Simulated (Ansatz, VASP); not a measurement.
## One calculation of Ti, two programs

```
Ti
1.0
    -1.62459    1.64100    1.64100
     1.64100   -1.62459    1.64100
     1.64100    1.64100   -1.62459
Ti
1
Direct
  0.00000 0.00000 0.00000
```

Alike in both runs: task single point; functional PBEsol; k mesh 15 × 15 × 15; occupations fermi-dirac, width 0.15 eV; no spin polarisation.

```csv
,VASP,Ansatz
version,VASP 6.6.1,Ansatz 0.2.0
potentials or method,"VASP PAW PBE potentials, release 64 (Ti_sv), cutoff 520 eV","plane waves, PAW"
valence electrons in the cell,12,12
```

Ansatz gave:

- pressure (GPa): -5.8
- traceless stress, the component that is largest in VASP (GPa): -0.38

**Question.** What did VASP give for the same quantities?

**Answer.** Pressure (GPa): -6.0; traceless stress, the component that is largest in VASP (GPa): -0.38.

VASP's potentials were made for PBE, not for PBEsol.
